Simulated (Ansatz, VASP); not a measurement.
Hf in VASP and in Ansatz

```
Hf
1.0
     2.92043    0.00000    0.00000
     0.00000    2.92043    0.00000
     0.00000    0.00000    2.92043
Hf
1
Direct
  0.00000 0.00000 0.00000
```

Alike in both runs: functional PBE; k mesh 12 × 12 × 12; occupations fermi-dirac, width 0.03 eV; no spin polarisation.

Ansatz relaxed the structure, and its values are those at the end. VASP's run is a single point on that final structure, the one shown.

```csv
,VASP,Ansatz
version,VASP 6.6.1,Ansatz 0.2.0
potentials or method,"VASP PAW PBE potentials, release 64 (Hf_pv)","PAW with Ansatz's default frozen-core files, scalar-relativistic"
plane-wave cutoff (eV),520,420
valence electrons in the cell,10,26
```

VASP gave:

| Quantity | Value |
| --- | --- |
| pressure (GPa) | -0.3 |

Estimate Ansatz's values.

pressure (GPa): 0.0.

VASP's potentials hold 10 valence electrons a cell and Ansatz's 26, so a difference there can come from the potentials and not from the codes.

Neither program's run includes spin-orbit coupling.
